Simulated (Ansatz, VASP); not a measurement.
Two plane-wave programs on CdF2

```
CELL_PARAMETERS angstrom
0.00000 2.63198 2.49512
2.63198 0.00000 2.49512
2.63198 2.63198 0.00000
ATOMIC_POSITIONS crystal
Cd 0.00000 0.00000 0.00000
F 0.25000 0.25000 0.25000
F 0.75000 0.75000 0.75000
```

Alike in both runs: task single point; functional PBE; k mesh 8 × 8 × 8; occupations gaussian, width 0.05 eV; no spin polarisation.

|  | VASP | Ansatz |
| --- | --- | --- |
| version | VASP 6.6.1 | Ansatz 0.2.0 |
| potentials or method | VASP PAW PBE potentials, release 64 (Cd, F), cutoff 520 eV | scalar-relativistic, plane waves, PAW |
| valence electrons in the cell | 26 | 34 |

|  | VASP | Ansatz | Ansatz less VASP |
| --- | --- | --- | --- |
| gap on the k mesh at the Fermi level (eV) | 3.43 | 3.48 | +0.042 |
| least direct gap on the mesh (eV) | 3.74 | 3.78 | +0.041 |
| pressure (GPa) | 26.4 | 24.8 | -1.57 |
| traceless stress, the component that is largest in VASP (GPa) | 4.21 | 4.31 | +0.097 |

VASP's potentials hold 26 valence electrons a cell and Ansatz's 34, so a difference there can come from the potentials and not from the codes.
